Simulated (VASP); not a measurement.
Sn, 2 atoms in the cell. Symmetry: I4_1/amd, No. 141, tetragonal system. Conventional cell: a = 4.996 Å, b = 4.996 Å, c = 6.803 Å, α = 90.00°, β = 90.00°, γ = 90.00°. Sn (site symmetry -4m2) has 4 Sn at 3.02 Å within 4.0 Å.  This cell differs from its parent crystal: strain +0.080 along x and y, +0.040 along z.

* Program: VASP 6.6.1
* Task: single point
* Functional: PBEsol
* Potentials or basis: VASP PAW PBE potentials, release 64 (Sn_d)
* Cutoff: 520 eV
* k mesh: 16 × 16 × 16
* Occupations: gaussian, width 0.15 eV
* Spin: no spin polarisation
* Dipole correction: no
* Further INCAR settings: ALGO = Fast; EDIFF = 1e-07; NBANDS = 21

Potentials or basis: VASP PAW PBE potentials, release 64 (Sn_d).

Launch:

```console
$ cat potpaw_PBE.64/Sn_d/POTCAR > POTCAR
$ mpirun -np 1 vasp_std > vasp.out
```

Hardware: 1 thread of AMD EPYC 9755 128-Core Processor, with other jobs on the host.

Task: Estimate the wall time of this run.

Result: Run time: 11 min on 1 thread of AMD EPYC 9755 128-Core Processor (shared host), peak memory 0.55 GiB. Counts: scf iterations 14, k points 349.
